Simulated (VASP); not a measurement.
# InGa2Sb2As (an interface model) in VASP: single point with PBEsol

Aim: the single point of InGa2Sb2As (an interface model) with PBEsol.

All numbers are computed with VASP 6.6.1; they aren't measurements. Logs are shortened: lines on timing, memory, paths and dates and some standing lists are left out, and cuts for length are marked.

## 1. The cell of the first run

The cell holds layers of an interface, 12 atoms: a = 4.304 Å, b = 6.087 Å, c = 12.972 Å, α = 90.00°, β = 90.00°, γ = 90.00°.

## 2. Single point, PBEsol

The input, INCAR:

```
PREC     = Accurate       # precision mode
ENCUT    = 400            # plane-wave cutoff, eV
EDIFF    = 1E-6           # SCF threshold, eV
ISMEAR   = -1             # smearing method
SIGMA    = 0.05           # smearing width, eV
LREAL    = False          # projectors in reciprocal space
LASPH    = True           # aspherical terms in the spheres
NELM     = 120            # most SCF steps
ALGO     = Normal         # electronic algorithm
ISIF     = 2              # what is computed and relaxed
LWAVE    = False          # write WAVECAR
LCHARG   = False          # write CHGCAR
GGA      = PS             # functional
NBANDS   = 66             # bands
GGA_COMPAT= False
```

The input, KPOINTS:

```
regular mesh
0
Gamma
  6 4 2
```

The input, POSCAR:

```
InGa2Sb2As
1.0
    3.0436690000     -3.0436690000      0.0000000000
    0.0000000000      0.0000000000      6.0873370000
   -9.1727103579     -9.1727103579      0.0000000000
Ga In Sb As
4 2 4 2
Direct
    0.0000000000      0.0138250000      0.6634600000
    0.0000000000      0.0116850000      0.3290000000
    0.5000000000      0.5138260000      0.5015490000
    0.5000000000      0.5116810000      0.8360110000
    0.0000000000      0.9762420000      0.0025150000
    0.5000000000      0.4762440000      0.1624970000
    0.0000000000      0.2617980000      0.4963050000
    0.0000000000      0.2605930000      0.8308700000
    0.5000000000      0.7605990000      0.3341410000
    0.5000000000      0.7617960000      0.6687060000
    0.0000000000      0.2258560000      0.1689540000
    0.5000000000      0.7258550000      0.9960550000
```

Potentials or basis: VASP PAW PBE potentials, release 64 (Ga_d, In_d, Sb, As).

Launch:

```
$ cat potpaw_PBE.64/Ga_d/POTCAR potpaw_PBE.64/In_d/POTCAR potpaw_PBE.64/Sb/POTCAR potpaw_PBE.64/As/POTCAR > POTCAR
$ mpirun -np 1 vasp_std > vasp.out
```

OUTCAR:

```text
PREC = Accurate
   ENCUT = 400
   EDIFF = 1E-6
   ISMEAR = -1
   LREAL = False
   LASPH = True
   NELM = 120
   ISIF = 2
   GGA = PS

 ion  position               nearest neighbor table
   1  0.000  0.014  0.663-   8 2.64   7 2.64  10 2.64  10 2.64
   2  0.000  0.012  0.329-  11 2.45   9 2.64   9 2.64   7 2.65
   3  0.500  0.514  0.502-   9 2.64  10 2.64   7 2.64   7 2.64
   4  0.500  0.512  0.836-  12 2.45   8 2.64   8 2.64  10 2.65
   5  0.000  0.976  0.003-  12 2.64  12 2.64  11 2.64   8 2.82
   6  0.500  0.476  0.162-  11 2.64  11 2.64  12 2.64   9 2.82
   7  0.000  0.262  0.496-   1 2.64   3 2.64   3 2.64   2 2.65
   8  0.000  0.261  0.831-   4 2.64   4 2.64   1 2.64   5 2.82
   9  0.500  0.761  0.334-   2 2.64   2 2.64   3 2.64   6 2.82
  10  0.500  0.762  0.669-   3 2.64   1 2.64   1 2.64   4 2.65
  11  0.000  0.226  0.169-   2 2.45   6 2.64   6 2.64   5 2.64
  12  0.500  0.726  0.996-   4 2.45   5 2.64   5 2.64   6 2.64

  LATTYP: Found a simple orthorhombic cell.
 ALAT       =     4.3043979792
 B/A-ratio  =     1.4142133301
 C/A-ratio  =     3.0137016732

  Lattice vectors:

 A1 = (   3.0436690000,  -3.0436690000,   0.0000000000)
 A2 = (   0.0000000000,   0.0000000000,   6.0873370000)
 A3 = (  -9.1727103579,  -9.1727103579,   0.0000000000)

Analysis of symmetry for initial positions (statically):
=====================================================================
 Subroutine PRICEL returns:
 Original cell was already a primitive cell.

 Routine SETGRP: Setting up the symmetry group for a
 simple orthorhombic supercell.

 Subroutine GETGRP returns: Found  4 space group operations
 (whereof  2 operations were pure point group operations)
 out of a pool of  8 trial point group operations.

The static configuration has the point symmetry C_1h.
 The point group associated with its full space group is C_2v.

Analysis of symmetry for dynamics (positions and initial velocities):
=====================================================================
 Subroutine PRICEL returns:
 Original cell was already a primitive cell.

 Routine SETGRP: Setting up the symmetry group for a
 simple orthorhombic supercell.

 Subroutine GETGRP returns: Found  4 space group operations
 (whereof  2 operations were pure point group operations)
 out of a pool of  8 trial point group operations.

The dynamic configuration has the point symmetry C_1h.
 The point group associated with its full space group is C_2v.

 Subroutine INISYM returns: Found  4 space group operations
 (whereof  2 operations are pure point group operations),
 and found     1 'primitive' translations

----------------------------------------------------------------------------------------

                                     Primitive cell

  volume of cell :     339.9010

  direct lattice vectors                    reciprocal lattice vectors
     3.043669000 -3.043669000  0.000000000     0.164275419 -0.164275419  0.000000000
     0.000000000  0.000000000  6.087337000     0.000000000  0.000000000  0.164275446
    -9.172710358 -9.172710358  0.000000000    -0.054509516 -0.054509516  0.000000000

  length of vectors
     4.304397979  6.087337000 12.972171392     0.232320525  0.164275446  0.077088096

  position of ions in fractional coordinates (direct lattice)
     0.000000000  0.013825000  0.663460000
     0.000000000  0.011685000  0.329000000
     0.500000000  0.513826000  0.501549000
     0.500000000  0.511681000  0.836011000
     0.000000000  0.976242000  0.002515000
     0.500000000  0.476244000  0.162497000
     0.000000000  0.261798000  0.496305000
     0.000000000  0.260593000  0.830870000
     0.500000000  0.760599000  0.334141000
     0.500000000  0.761796000  0.668706000
     0.000000000  0.225856000  0.168954000
     0.500000000  0.725855000  0.996055000

  ion indices of the primitive-cell ions
   primitive index   ion index
                 1           1
                 2           2
                 3           3
                 4           4
                 5           5
                 6           6
                 7           7
                 8           8
                 9           9
                10          10
                11          11
                12          12

----------------------------------------------------------------------------------------

 KPOINTS: regular mesh

Automatic generation of k-mesh.
 Grid dimensions read from file:
 generate k-points for:    6    4    2

 Generating k-lattice:

  Cartesian coordinates                     Fractional coordinates (reciprocal lattice)
     0.027379236 -0.027379236  0.000000000     0.166666667  0.000000000  0.000000000
     0.000000000  0.000000000  0.041068861     0.000000000  0.250000000  0.000000000
    -0.027254758 -0.027254758  0.000000000     0.000000000  0.000000000  0.500000000

  Length of vectors
     0.038720088  0.041068861  0.038544048

  Shift w.r.t. Gamma in fractional coordinates (k-lattice)
     0.000000000  0.000000000  0.000000000

 Subroutine IBZKPT returns following result:
 ===========================================

 Found     24 irreducible k-points:

 Following reciprocal coordinates:
            Coordinates               Weight
  0.000000  0.000000  0.000000      1.000000
  0.166667  0.000000  0.000000      2.000000
  0.333333  0.000000  0.000000      2.000000
  0.500000  0.000000  0.000000      1.000000
  0.000000  0.250000  0.000000      2.000000
  0.166667  0.250000  0.000000      4.000000
[... 16 lines left out ...]
  0.333333  0.500000  0.500000      2.000000
  0.500000  0.500000  0.500000      1.000000
   k-points           NKPTS =     24   k-points in BZ     NKDIM =     24   number of bands    NBANDS=     66
   number of dos      NEDOS =    301   number of ions     NIONS =     12
   total plane-waves  NPLWV = 100800
   dimension x,y,z NGX =    28 NGY =   40 NGZ =   90
   dimension x,y,z NGXF=    56 NGYF=   80 NGZF=  180
   ions per type =               4   2   4   2
   NGX,Y,Z   is equivalent  to a cutoff of  10.81, 10.92, 11.53 a.u.
   NGXF,Y,Z  is equivalent  to a cutoff of  21.63, 21.85, 23.07 a.u.
 SYSTEM =  unknown system
   PREC   = accura    normal or accurate (medium, high low for compatibility)
   ISTART =      0    job   : 0-new  1-cont  2-samecut
   ICHARG =      2    charge: 1-file 2-atom 10-const
   ISPIN  =      1    spin polarized calculation?
   LNONCOLLINEAR =      F non collinear calculations
   LSORBIT =      F    spin-orbit coupling
   LASPH  =      T    aspherical Exc in radial PAW
   ENCUT  =  400.0 eV  29.40 Ry    5.42 a.u.   7.02  9.93 21.15*2*pi/ulx,y,z
   NELM   =    120;   NELMIN=  2; NELMDL= -5     # of ELM steps
   EDIFF  = 0.1E-05   stopping-criterion for ELM
   LREAL  =      F    real-space projection
   EDIFFG = 0.1E-04   stopping-criterion for IOM
   NSW    =      0    number of steps for IOM
   IBRION =     -1    ionic relax: 0-MD 1-quasi-New 2-CG
   NFREE  =      0    steps in history (QN), initial steepest desc. (CG)
   ISIF   =      2    stress and relaxation
   ISYM   =      2    0-nonsym 1-usesym 2-fastsym
   POTIM  = 0.5000    time-step for ionic-motion
   TEBEG  =    0.0;   TEEND  =   0.0 temperature during run
   PSTRESS=    0.0 pullay stress
   NELECT =     108.0000    total number of electrons
   NUPDOWN=      -1.0000    fix difference up-down
   EMIN   =  10.00;   EMAX   =-10.00  energy-range for DOS
   EFERMI =   0.00;   METHOD = LEGACY
   ISMEAR =    -1;   SIGMA  =   0.05  broadening in eV -4-tet -1-fermi 0-gaus
   EFERMI_NEDOS =   21; number of points for ismear=-14 and -15
   IALGO  =     38    algorithm
   IMIX   =      4    mixing-type and parameters
     AMIX     =   0.40;   BMIX     =  1.00
     AMIX_MAG =   1.60;   BMIX_MAG =  1.00
  volume/ion in A,a.u.               =      28.33       191.15
  Fermi-wavevector in a.u.,A,eV,Ry     =   1.117117  2.111045 16.979391  1.247950
  Thomas-Fermi vector in A             =   2.253737
   LORBIT       =      0    0 simple, 1 ext, 2 COOP (PROOUT), +10 PAW based schemes
   GGA     = PS    functional components
   LHFCALC =     F    Hartree Fock is set to
   AEXX    =    0.0000 exact exchange contribution
   IVDW    =     0    specifies the selected vdW correction
   LEPSILON=     F    determine dielectric tensor
   LRPA    =     F    only Hartree local field effects (RPA)
 non-spin polarized calculation
  energy-cutoff  :      400.00
  volume of cell :      339.90
 maximum number of plane-waves:      6208
   NGX = 15   NGY = 19   NGZ = 43

 number of electron     108.0000042 magnetization

 Free energy of the ion-electron system (eV)
  ---------------------------------------------------
  ext. energy  EPLUGINS =         0.00000000
  ---------------------------------------------------
  free energy    TOTEN  =       -49.57639100 eV

  energy without entropy =      -49.57205494  energy(sigma->0) =      -49.57422297

 E-fermi :   4.7001     XC(G=0):  -9.2690

 val. band max:        4.6962066183   @ k =   0.0000   0.0000   0.0000
 cond. band min:       5.1074532992   @ k =   0.5000   0.5000   0.0000
 fundamental gap:      0.4112466809
 Fermi energy:         4.7000968506

 k-point     1 :       0.0000    0.0000    0.0000
  band No.  band energies     occupation
      1     -10.3182      2.00000
      2     -10.3127      2.00000
      3     -10.3060      2.00000
      4     -10.2983      2.00000
      5     -10.2746      2.00000
      6     -10.2700      2.00000
[... 58 lines left out ...]
     65       8.3943      0.00000
     66       8.5082      0.00000

 k-point     2 :       0.1667    0.0000    0.0000
  band No.  band energies     occupation
      1     -10.3158      2.00000
      2     -10.3118      2.00000
      3     -10.3066      2.00000
      4     -10.3015      2.00000
      5     -10.2839      2.00000
      6     -10.2750      2.00000
[... 1576 lines left out ...]
     65       8.7901      0.00000
     66       8.7919      0.00000

------------------------ aborting loop because EDIFF is reached ----------------------------------------

  FORCE on cell =-STRESS in cart. coord.  units (eV):
  Direction    XX          YY          ZZ          XY          YZ          ZX
  --------------------------------------------------------------------------------------
  -------------------------------------------------------------------------------------
  Total        0.3323065      0.3323065      0.3261856     -0.3809114      0.0000000      0.0000000
  in kB        1.5663794      1.5663794      1.5375275     -1.7954862      0.0000000      0.0000000
  external PRESSURE =       1.5567621 kB  Pullay stress =       0.0000000 kB

 VOLUME and BASIS-vectors are now :
 -----------------------------------------------------------------------------
  energy-cutoff  :      400.00
  volume of cell :      339.90
      direct lattice vectors                 reciprocal lattice vectors
     3.043669000 -3.043669000  0.000000000     0.164275419 -0.164275419  0.000000000
     0.000000000  0.000000000  6.087337000     0.000000000  0.000000000  0.164275446
    -9.172710358 -9.172710358  0.000000000    -0.054509516 -0.054509516  0.000000000

 POSITION                                       TOTAL-FORCE (eV/Angst)
 -----------------------------------------------------------------------------------
     -6.08573     -6.08573      0.08416         0.000406      0.000406     -0.009862
     -3.01782     -3.01782      0.07113        -0.002722     -0.002722     -0.006836
     -3.07873     -6.12240      3.12783        -0.000406     -0.000406     -0.009862
     -6.14665     -9.19032      3.11477         0.002722      0.002722     -0.006836
     -0.02307     -0.02307      5.94271         0.004155      0.004155      0.003707
      0.03130     -3.01237      2.89906        -0.004155     -0.004155      0.003707
     -4.55246     -4.55246      1.59365         0.000319      0.000319      0.009005
     -7.62133     -7.62133      1.58632        -0.003439     -0.003439      0.005594
     -1.54314     -4.58681      4.63002         0.003439      0.003439      0.005594
     -4.61201     -7.65568      4.63731        -0.000319     -0.000319      0.009005
     -1.54977     -1.54977      1.37486         0.002465      0.002465     -0.001608
     -7.61469    -10.65836      4.41852        -0.002465     -0.002465     -0.001608
 -----------------------------------------------------------------------------------
    total drift:                               -0.018404     -0.018404      0.008237

  FREE ENERGIE OF THE ION-ELECTRON SYSTEM (eV)
  ---------------------------------------------------
  free  energy   TOTEN  =       -49.5763909979 eV

  energy  without entropy=      -49.5720549415  energy(sigma->0) =      -49.57422297
```

It took 13 min on 1 thread of AMD EPYC 7R13, shared host; peak memory 0.51 GiB.

What came out:

```
Free energy            : -49.5764 eV
Pressure               : 0.2 GPa
Largest force          : 0.010 eV/Å
Band gap on the k mesh : 0.05 eV (least direct gap 0.07 eV)
```

Forces on the atoms (eV/Å):
```
Ga   0.000  0.000 -0.010
Ga  -0.003 -0.003 -0.007
Ga   0.000  0.000 -0.010
Ga   0.003  0.003 -0.007
In   0.004  0.004  0.004
In  -0.004 -0.004  0.004
Sb   0.000  0.000  0.009
Sb  -0.003 -0.003  0.006
Sb   0.003  0.003  0.006
Sb   0.000  0.000  0.009
As   0.002  0.002 -0.002
As  -0.002 -0.002 -0.002
```

Levels at points of the mesh, in eV from the valence-band top:
```tsv
k point	band 50	band 51	band 52	band 53	band 54	band 55	band 56	band 57	band 58	band 59
(0.00, 0.00, 0.00)	-0.67	-0.45	-0.14	-0.13	-0.02	0.05	1.10	1.21	1.72	1.81
(0.50, 0.00, 0.00)	-2.52	-2.46	-2.46	-1.22	-1.22	1.34	1.34	1.74	1.74	1.85
(0.00, 0.50, 0.00)	-1.40	-1.32	-1.32	-1.12	-1.12	1.02	1.02	1.21	1.21	1.56
(0.50, 0.50, 0.00)	-2.27	-1.19	-1.18	-1.11	-1.11	0.46	0.46	2.87	2.87	2.96
(0.00, 0.00, 0.50)	-1.19	-0.84	-0.57	-0.22	0.00	1.23	1.34	1.35	1.41	2.07
(0.50, 0.00, 0.50)	-2.55	-2.03	-2.03	-1.86	-1.86	1.12	1.12	1.19	1.19	2.60
(0.00, 0.50, 0.50)	-1.40	-1.11	-1.11	-1.06	-1.06	0.46	0.46	1.81	1.81	2.03
(0.50, 0.50, 0.50)	-2.36	-1.54	-1.54	-1.39	-1.39	1.69	1.69	1.77	1.77	3.44
```

Caveat: the smearing spreads over this small gap; semilocal functionals underestimate gaps, and a narrow one can read as zero; the PAW data sets were made with another functional, which shifts forces and pressure a little; spin-orbit coupling is left out, which moves the levels of the heavy elements.

The gap in the log of VASP goes by the Fermi energy; the results here count the filled bands.